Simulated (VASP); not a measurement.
**Ba: single point with PBE**

Ba:

```
Ba
1.0
     2.51089    2.51089    2.51089
    -2.51089    2.51089    2.51089
    -2.51089   -2.51089    2.51089
Ba
1
Direct
  0.00000 0.00000 0.00000
```

```
Program             : VASP 6.6.1
Task                : single point
Functional          : PBE
Potentials or basis : VASP PAW PBE potentials, release 64 (Ba_sv)
Cutoff              : 500 eV
k mesh              : 4 × 4 × 4
Occupations         : fermi-dirac, width 0.1 eV
Spin                : no spin polarisation
```

| Quantity | Value |
| --- | --- |
| Pressure | 0.3 GPa |
| Band gap on the k mesh | zero (bands 5 and 6 overlap by 1.05 eV) |

Levels at points of the mesh, in eV from the Fermi level:
```
           k point  band 3  band 4  band 5  band 6  band 7  band 8
(0.00, 0.00, 0.00)  -13.86  -13.86   -2.76    1.81    1.81    1.81
(0.50, 0.00, 0.00)  -14.00  -13.86   -0.90    0.68    1.22    3.17
(0.50, 0.50, 0.50)  -14.17  -14.17   -0.55   -0.55    4.32    4.32
```

It took 12 s on 1 thread of AMD EPYC 7R13, on a shared host, peak memory 0.17 GiB.

Caveat: the k points lie up to 0.44 Å⁻¹ apart, too coarse for converged energies and pressures of a metal; spin-orbit coupling is left out, which moves the levels of the heavy elements.
